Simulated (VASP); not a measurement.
# C in VASP: further runs

The runs below take C through single point, with r2SCAN.

Program: VASP 6.6.1. These are calculated values, not measurements. Logs are shortened: lines on timing, memory, paths and dates and some standing lists are left out, and cuts for length are marked.

## (1) The cell of the first run

The cell holds a slab with vacuum, 2 atoms: a = 2.417 Å, b = 2.498 Å, c = 8.355 Å, α = 91.38°, β = 89.39°, γ = 121.70°.

## (2) Single point, r2SCAN

The input, POSCAR:

```
C
1.0
    2.4160200000     -0.0597500000      0.0124700000
   -1.2597500000      2.1572100000     -0.0294700000
    0.0432700000     -0.0931300000      8.3542200000
C
2
Direct
    0.3274610584      0.6502570582     -0.0016954790
    0.6538000000      0.3207100000      0.9977100000
```

The input, INCAR.step1:

```
SYSTEM = C
PREC = Accurate ; ENCUT = 520
ISMEAR = -1 ; SIGMA = 0.15
LREAL = .FALSE. ; LASPH = .TRUE.
NELM = 60 ; NBANDS = 11
GGA = PE ; ALGO = Normal
EDIFF = 1E-4 ; LWAVE = .TRUE.
LCHARG = .FALSE.
```

The input, INCAR.step2:

```
SYSTEM = C
PREC = Accurate ; ENCUT = 520
EDIFF = 1E-7 ; ISMEAR = -1
SIGMA = 0.15 ; LREAL = .FALSE.
LASPH = .TRUE. ; NELM = 60
ALGO = Normal ; ISIF = 2
LWAVE = .FALSE. ; LCHARG = .FALSE.
METAGGA = R2SCAN ; LMIXTAU = .TRUE.
NBANDS = 11 ; ISTART = 1
```

The input, KPOINTS:

```
regular mesh
0
G
  9 9 3
  0 0 0
```

Potentials or basis: VASP PAW PBE potentials, release 64 (C).

Command:

```bash
> cat potpaw_PBE.64/C/POTCAR > POTCAR
> cp INCAR.step1 INCAR
> mpirun -np 1 vasp_std > vasp.out
> cp INCAR.step2 INCAR
> mpirun -np 1 vasp_std > vasp.out
```

OUTCAR:

```text
SYSTEM = C
   PREC = Accurate
   ENCUT = 520
   EDIFF = 1E-7
   ISMEAR = -1
   LREAL = .FALSE.
   LASPH = .TRUE.
   NELM = 60
   ISIF = 2
   METAGGA = R2SCAN
   ISTART = 1

 ion  position               nearest neighbor table
   1  0.327  0.650  0.998-   2 1.39   2 1.41   2 1.43
   2  0.654  0.321  0.998-   1 1.39   1 1.41   1 1.43

  LATTYP: Found a triclinic cell.
 ALAT       =     2.3951174845
 B/A-ratio  =     1.7170795498
 C/A-ratio  =     3.4882844694
 COS(alpha) =     0.0021258175
 COS(beta)  =     0.0143585298
 COS(gamma) =     0.8532459394

  Lattice vectors:

 A1 = (   1.1562700000,   2.0974600000,  -0.0170000000)
 A2 = (   3.5722900000,   2.0377100000,  -0.0045300000)
 A3 = (  -0.0432700000,   0.0931300000,  -8.3542200000)

Analysis of symmetry for initial positions (statically):
=====================================================================
 Subroutine PRICEL returns:
 Original cell was already a primitive cell.

 Routine SETGRP: Setting up the symmetry group for a
 triclinic supercell.

 Subroutine GETGRP returns: Found  2 space group operations
 (whereof  1 operations were pure point group operations)
 out of a pool of  2 trial point group operations.

The static configuration has the point symmetry C_1 .
 The point group associated with its full space group is S_2 .

Analysis of symmetry for dynamics (positions and initial velocities):
=====================================================================
 Subroutine PRICEL returns:
 Original cell was already a primitive cell.

 Routine SETGRP: Setting up the symmetry group for a
 triclinic supercell.

 Subroutine GETGRP returns: Found  2 space group operations
 (whereof  1 operations were pure point group operations)
 out of a pool of  2 trial point group operations.

The dynamic configuration has the point symmetry C_1 .
 The point group associated with its full space group is S_2 .

 Subroutine INISYM returns: Found  2 space group operations
 (whereof  1 operations are pure point group operations),
 and found     1 'primitive' translations

----------------------------------------------------------------------------------------

                                     Primitive cell

  volume of cell :      42.9060

  direct lattice vectors                    reciprocal lattice vectors
     2.416020000 -0.059750000  0.012470000     0.419966344  0.245256174  0.000558851
    -1.259750000  2.157210000 -0.029470000     0.011606854  0.470410624  0.005183861
     0.043270000 -0.093130000  8.354220000    -0.000585923  0.001293317  0.119717436

  length of vectors
     2.416790890  2.498278113  8.354851124     0.486335927  0.470582349  0.119725856

  position of ions in fractional coordinates (direct lattice)
     0.327461058  0.650257058  0.998304521
     0.653800000  0.320710000  0.997710000

  ion indices of the primitive-cell ions
   primitive index   ion index
                 1           1
                 2           2

----------------------------------------------------------------------------------------

 KPOINTS: regular mesh

Automatic generation of k-mesh.
 Grid dimensions read from file:
 generate k-points for:    9    9    3

 Generating k-lattice:

  Cartesian coordinates                     Fractional coordinates (reciprocal lattice)
     0.046662927  0.027250686  0.000062095     0.111111111  0.000000000 -0.000000000
     0.001289650  0.052267847  0.000575985    -0.000000000  0.111111111 -0.000000000
    -0.000195308  0.000431106  0.039905812     0.000000000  0.000000000  0.333333333

  Length of vectors
     0.054037325  0.052286928  0.039908619

  Shift w.r.t. Gamma in fractional coordinates (k-lattice)
     0.000000000  0.000000000  0.000000000

 Subroutine IBZKPT returns following result:
 ===========================================

 Found    122 irreducible k-points:

 Following reciprocal coordinates:
            Coordinates               Weight
  0.000000  0.000000  0.000000      1.000000
  0.111111 -0.000000  0.000000      2.000000
  0.222222 -0.000000  0.000000      2.000000
  0.333333 -0.000000  0.000000      2.000000
  0.444444 -0.000000  0.000000      2.000000
  0.000000  0.111111  0.000000      2.000000
[... 16 lines left out ...]
 -0.111111  0.222222 -0.000000      2.000000
  0.000000  0.333333  0.000000      2.000000
 [... further k-points ...]
   k-points           NKPTS =    122   k-points in BZ     NKDIM =    122   number of bands    NBANDS=     11
   number of dos      NEDOS =    301   number of ions     NIONS =      2
   total plane-waves  NPLWV =  23040
   dimension x,y,z NGX =    18 NGY =   20 NGZ =   64
   dimension x,y,z NGXF=    36 NGYF=   40 NGZF=  128
   ions per type =               2
   NGX,Y,Z   is equivalent  to a cutoff of  12.38, 13.31, 12.73 a.u.
   NGXF,Y,Z  is equivalent  to a cutoff of  24.76, 26.62, 25.47 a.u.
 SYSTEM =  C
   PREC   = accura    normal or accurate (medium, high low for compatibility)
   ISTART =      1    job   : 0-new  1-cont  2-samecut
   ICHARG =      0    charge: 1-file 2-atom 10-const
   ISPIN  =      1    spin polarized calculation?
   LNONCOLLINEAR =      F non collinear calculations
   LSORBIT =      F    spin-orbit coupling
   LASPH  =      T    aspherical Exc in radial PAW
   ENCUT  =  520.0 eV  38.22 Ry    6.18 a.u.   4.49  4.65 15.53*2*pi/ulx,y,z
   NELM   =     60;   NELMIN=  2; NELMDL=  0     # of ELM steps
   EDIFF  = 0.1E-06   stopping-criterion for ELM
   LREAL  =      F    real-space projection
   EDIFFG = 0.1E-05   stopping-criterion for IOM
   NSW    =      0    number of steps for IOM
   IBRION =     -1    ionic relax: 0-MD 1-quasi-New 2-CG
   NFREE  =      0    steps in history (QN), initial steepest desc. (CG)
   ISIF   =      2    stress and relaxation
   ISYM   =      2    0-nonsym 1-usesym 2-fastsym
   POTIM  = 0.5000    time-step for ionic-motion
   TEBEG  =    0.0;   TEEND  =   0.0 temperature during run
   PSTRESS=    0.0 pullay stress
   NELECT =       8.0000    total number of electrons
   NUPDOWN=      -1.0000    fix difference up-down
   EMIN   =  10.00;   EMAX   =-10.00  energy-range for DOS
   EFERMI =   0.00;   METHOD = LEGACY
   ISMEAR =    -1;   SIGMA  =   0.15  broadening in eV -4-tet -1-fermi 0-gaus
   EFERMI_NEDOS =   21; number of points for ismear=-14 and -15
   IALGO  =     38    algorithm
   IMIX   =      4    mixing-type and parameters
     AMIX     =   0.40;   BMIX     =  1.00
     AMIX_MAG =   1.60;   BMIX_MAG =  1.00
  volume/ion in A,a.u.               =      21.45       144.77
  Fermi-wavevector in a.u.,A,eV,Ry     =   0.935260  1.767385 11.901164  0.874711
  Thomas-Fermi vector in A             =   2.062149
   LORBIT       =      0    0 simple, 1 ext, 2 COOP (PROOUT), +10 PAW based schemes
   METAGGA = R2SCAN    functional components
   LHFCALC =     F    Hartree Fock is set to
   AEXX    =    0.0000 exact exchange contribution
   IVDW    =     0    specifies the selected vdW correction
   LEPSILON=     F    determine dielectric tensor
   LRPA    =     F    only Hartree local field effects (RPA)
 non-spin polarized calculation
  energy-cutoff  :      520.00
  volume of cell :       42.91
 maximum number of plane-waves:      1177
 NGX is ok and might be reduce to    18
   NGX =  9   NGY =  9   NGZ = 31

 number of electron       8.0000000 magnetization

 Free energy of the ion-electron system (eV)
  ---------------------------------------------------
  ext. energy  EPLUGINS =         0.00000000
  ---------------------------------------------------
  free energy    TOTEN  =       -19.75017486 eV

  energy without entropy =      -19.74411438  energy(sigma->0) =      -19.74714462

 E-fermi :  -0.5302     XC(G=0):  -5.1872

 val. band max:       -0.8000318928   @ k =   0.3333   0.3333   0.0000
 cond. band min:      -0.2602535874   @ k =   0.3333   0.3333   0.3333
 fundamental gap:      0.5397783054
 Fermi energy:        -0.5301865346

 k-point     1 :       0.0000    0.0000    0.0000
  band No.  band energies     occupation
      1     -21.6210      2.00000
      2      -8.8606      2.00000
      3      -4.2133      2.00000
      4      -3.2896      2.00000
      5       2.7438      0.00000
      6       5.3130      0.00000
      7       6.8692      0.00000
      8       7.9413      0.00000
      9       8.5609      0.00000
     10      12.2587      0.00000
     11      13.5601      0.00000

 k-point     2 :       0.1111   -0.0000    0.0000
  band No.  band energies     occupation
      1     -21.2891      2.00000
      2      -8.4631      2.00000
      3      -4.9858      2.00000
      4      -4.3679      2.00000
      5       3.1776      0.00000
      6       5.7361      0.00000
      7       7.2726      0.00000
      8       8.0766      0.00000
      9       9.5463      0.00000
     10      11.1836      0.00000
     11      14.3157      0.00000

 k-point     3 :       0.2222   -0.0000    0.0000
  band No.  band energies     occupation
      1     -20.2999      2.00000
      2      -7.3390      2.00000
      3      -7.2884      2.00000
      4      -6.1249      2.00000
      5       4.4771      0.00000
      6       6.9905      0.00000
      7       7.2807      0.00000
      8       8.5068      0.00000
      9       8.6255      0.00000
     10      13.0190      0.00000
     11      15.5122      0.00000

 k-point     4 :       0.3333   -0.0000    0.0000
  band No.  band energies     occupation
      1     -18.6751      2.00000
      2     -10.5328      2.00000
      3      -7.3647      2.00000
      4      -5.4223      2.00000
      5       5.1216      0.00000
      6       6.4922      0.00000
      7       6.7368      0.00000
      8       9.0815      0.00000
      9      10.7070      0.00000
     10      16.4672      0.00000
     11      16.9064      0.00000
[... 239 lines left out ...]
 k-point    22 :      -0.2222    0.2222   -0.0000
  band No.  band energies     occupation
      1     -20.4145      2.00000
      2      -8.1540      2.00000
      3      -7.4113      2.00000
      4      -5.1279      2.00000
      5       4.3338      0.00000
      6       6.8213      0.00000
      7       8.1563      0.00000
      8       8.3513      0.00000
      9       9.1047      0.00000
     10      12.4307      0.00000
     11      15.5428      0.00000

 k-point    23 :      -0.1111    0.2222   -0.0000
  band No.  band energies     occupation
      1     -20.7297      2.00000
      2      -7.7926      2.00000
      3      -6.7977      2.00000
      4      -5.4973      2.00000
      5       3.9149      0.00000
      6       6.4452      0.00000
      7       7.9772      0.00000
      8       9.1741      0.00000
      9       9.5274      0.00000
     10      11.7123      0.00000
     11      14.7036      0.00000

 k-point    24 :       0.0000    0.3333    0.0000
  band No.  band energies     occupation
      1     -18.8743      2.00000
      2     -10.9460      2.00000
      3      -6.6617      2.00000
      4      -5.6838      2.00000
      5       4.8710      0.00000
      6       6.3816      0.00000
      7       8.1757      0.00000
      8       8.8909      0.00000
      9      10.4886      0.00000
     10      15.6059      0.00000
     11      16.5614      0.00000

 [... further k-points ...]
[... 5 lines left out ...]
  --------------------------------------------------------------------------------------
  -------------------------------------------------------------------------------------
  Total        2.1967710      0.5298844     -0.0138979      2.2312307      0.0081628     -0.0168148
  in kB       82.0309367     19.7867294     -0.5189687     83.3177169      0.3048129     -0.6278930
  external PRESSURE =      33.7662325 kB  Pullay stress =       0.0000000 kB

 VOLUME and BASIS-vectors are now :
 -----------------------------------------------------------------------------
  energy-cutoff  :      520.00
  volume of cell :       42.91
      direct lattice vectors                 reciprocal lattice vectors
     2.416020000 -0.059750000  0.012470000     0.419966344  0.245256174  0.000558851
    -1.259750000  2.157210000 -0.029470000     0.011606854  0.470410624  0.005183861
     0.043270000 -0.093130000  8.354220000    -0.000585923  0.001293317  0.119717436

 POSITION                                       TOTAL-FORCE (eV/Angst)
 -----------------------------------------------------------------------------------
      0.01519      1.29020      8.32498        -0.711211      0.622162     -0.095973
      1.21875      0.55986      8.33379         0.711211     -0.622162      0.095973
 -----------------------------------------------------------------------------------
    total drift:                                0.000010      0.000019      0.000006

  FREE ENERGIE OF THE ION-ELECTRON SYSTEM (eV)
  ---------------------------------------------------
  free  energy   TOTEN  =       -19.7501748615 eV

  energy  without entropy=      -19.7441143794  energy(sigma->0) =      -19.74714462
```

It took 3.9 min on 1 thread of Intel Xeon 6975P-C (Granite Rapids), shared host; peak memory 0.18 GiB.

Results:

* Free energy: -19.7502 eV
* Largest force: 0.950 eV/Å
* Band gap on the k mesh: 0.54 eV, direct

Forces on the atoms (eV/Å):
```
C   -0.711  0.622 -0.096
C    0.711 -0.622  0.096
```

Levels at points of the mesh, in eV from the valence-band top:
| k point | band 1 | band 2 | band 3 | band 4 | band 5 | band 6 | band 7 | band 8 | band 9 |
| --- | --- | --- | --- | --- | --- | --- | --- | --- | --- |
| (0.00, 0.00, 0.00) | -20.82 | -8.06 | -3.41 | -2.49 | 3.54 | 6.11 | 7.67 | 8.74 | 9.36 |

Caveat: the PAW data sets were made with another functional, which shifts forces and pressure a little.

## (3) Single point, r2SCAN

This run uses another cell than the first one, of 21.56 Å³/atom, 1.005 times its volume.

The input, POSCAR:

```
C
1.0
    2.4200400074     -0.0598494178      0.0124907488
   -1.2618460937      2.1607993743     -0.0295190350
    0.0433419968     -0.0932849587      8.3681205581
C
2
Direct
    0.3274700000      0.6503400000      0.0002200000
    0.6538000000      0.3207100000      0.9977100000
```

The input, INCAR.step1:

```
  PREC = Accurate
  ENCUT = 520
  ISMEAR = -1
  SIGMA = 0.15
  LREAL = F
  LASPH = T
  NELM = 60
  NBANDS = 11
  GGA = PE
  ALGO = Normal
  EDIFF = 1E-4
  LWAVE = T
  LCHARG = F
```

The input, INCAR.step2:

```
  PREC = Accurate
  ENCUT = 520
  EDIFF = 1E-6
  ISMEAR = -1
  SIGMA = 0.15
  LREAL = F
  LASPH = T
  NELM = 60
  ALGO = Normal
  ISIF = 2
  LWAVE = F
  LCHARG = F
  METAGGA = R2SCAN
  LMIXTAU = T
  NBANDS = 11
  ISTART = 1
```

The input, KPOINTS:

```
Automatic mesh
0
Gamma
  9 9 3
```

Potentials or basis: VASP PAW PBE potentials, release 64 (C).

Command:

```bash
> cat potpaw_PBE.64/C/POTCAR > POTCAR
> cp INCAR.step1 INCAR
> mpirun -np 1 vasp_std > vasp.out
> cp INCAR.step2 INCAR
> mpirun -np 1 vasp_std > vasp.out
```

Run time: 3.7 min. Hardware: 1 thread of Intel Xeon 6975P-C (Granite Rapids), shared host; peak memory 0.18 GiB.

It converged, with:

```
Free energy            : -19.7506 eV
Largest force          : 1.019 eV/Å
Band gap on the k mesh : 0.54 eV, direct
```

Forces in eV/Å, atoms in the order of the input:
```
C   -0.722  0.615 -0.373
C    0.722 -0.615  0.373
```

Levels at points of the mesh, in eV from the valence-band top:
| k point | band 1 | band 2 | band 3 | band 4 | band 5 | band 6 | band 7 | band 8 | band 9 |
| --- | --- | --- | --- | --- | --- | --- | --- | --- | --- |
| (0.00, 0.00, 0.00) | -20.78 | -8.02 | -3.41 | -2.49 | 3.56 | 6.12 | 7.67 | 8.71 | 9.33 |

Caveat: the PAW data sets were made with another functional, which shifts forces and pressure a little.
